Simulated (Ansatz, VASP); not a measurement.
CeHf2O6 in VASP and in Ansatz

Contents of INCAR:

```
SYSTEM = CeHf2O6
PREC = Accurate
ENCUT = 520
EDIFF = 1E-6
ISMEAR = 0
SIGMA = 0.1
LREAL = .FALSE.
LASPH = .TRUE.
NELM = 100
ALGO = Normal
ISIF = 2
LWAVE = .FALSE.
LCHARG = .FALSE.
GGA = PE
NBANDS = 44
```

File KPOINTS:

```
Automatic mesh
0
G
  6 6 2
  0 0 0
```

The input POSCAR:

```
CeHf2O6
1.0
    3.8840121200      0.0000000000      0.0000000000
   -1.9420060600      3.3636531600      0.0000000000
    0.0000000000      0.0000000000      9.5138478400
Ce Hf O
1 2 6
Direct
    0.0000000000      0.0000000000      0.0000000000
    0.3333333300      0.6666666700      0.6666666700
    0.6666666700      0.3333333300      0.3333333300
    0.6666666700      0.3333333300      0.5833333300
    0.0000000000      0.0000000000      0.2500000000
    0.3333333300      0.6666666700      0.9166666700
    0.3333333300      0.6666666700      0.4166666700
    0.6666666700      0.3333333300      0.0833333300
    0.0000000000      0.0000000000      0.7500000000
```

Input for Ansatz:

```yaml
crystal:
  lattice:
    - [3.88401212, 0.0, 0.0]
    - [-1.94200606, 3.36365316, 0.0]
    - [0.0, 0.0, 9.51384784]
  atoms:
    - { symbol: Ce, position: [0.0, 0.0, 0.0] }
    - { symbol: Hf, position: [0.33333333, 0.66666667, 0.66666667] }
    - { symbol: Hf, position: [0.66666667, 0.33333333, 0.33333333] }
    - { symbol: O, position: [0.66666667, 0.33333333, 0.58333333] }
    - { symbol: O, position: [0.0, 0.0, 0.25] }
    - { symbol: O, position: [0.33333333, 0.66666667, 0.91666667] }
    - { symbol: O, position: [0.33333333, 0.66666667, 0.41666667] }
    - { symbol: O, position: [0.66666667, 0.33333333, 0.08333333] }
    - { symbol: O, position: [0.0, 0.0, 0.75] }
basis:
  ecutwfc: 420
kpoints:
  mp_grid: { grid: [6, 6, 2] }
hamiltonian:
  xc: pbe
scf:
  occupations: { method: gaussian, width: 0.1 }
  lower_state_search: "off"
output:
  forces: true
  stress: true
  eigenvalues: true
```

Alike in both runs: task single point; functional PBE; k mesh 6 × 6 × 2; occupations gaussian, width 0.1 eV; no spin polarisation.

|  | VASP | Ansatz |
| --- | --- | --- |
| version | VASP 6.6.1 | Ansatz 0.2.0 |
| potentials or method | VASP PAW PBE potentials, release 64 (Ce, Hf_pv, O), cutoff 520 eV | scalar-relativistic, plane waves, PAW |
| valence electrons in the cell | 68 | 100 |

Ansatz gave:

| Quantity | Value |
| --- | --- |
| gap on the k mesh at the Fermi level (eV) | 1.79 |
| least direct gap on the mesh (eV) | 1.79 |
| pressure (GPa) | -23.6 |
| traceless stress, the component that is largest in VASP (GPa) | -0.21 |
| rms of the force components (eV/Å) | 0.485 |

**Question.** Estimate VASP's values.

**Answer.** gap on the k mesh at the Fermi level (eV): 1.77; least direct gap on the mesh (eV): 1.77; pressure (GPa): -24.9; traceless stress, the component that is largest in VASP (GPa): -0.22; rms of the force components (eV/Å): 0.513.

Atom by atom the forces differ by 0.028 eV/Å (rms over components). VASP's potentials hold 68 valence electrons a cell and Ansatz's 100, so a difference there can come from the potentials and not from the codes.

Neither program's run includes spin-orbit coupling.
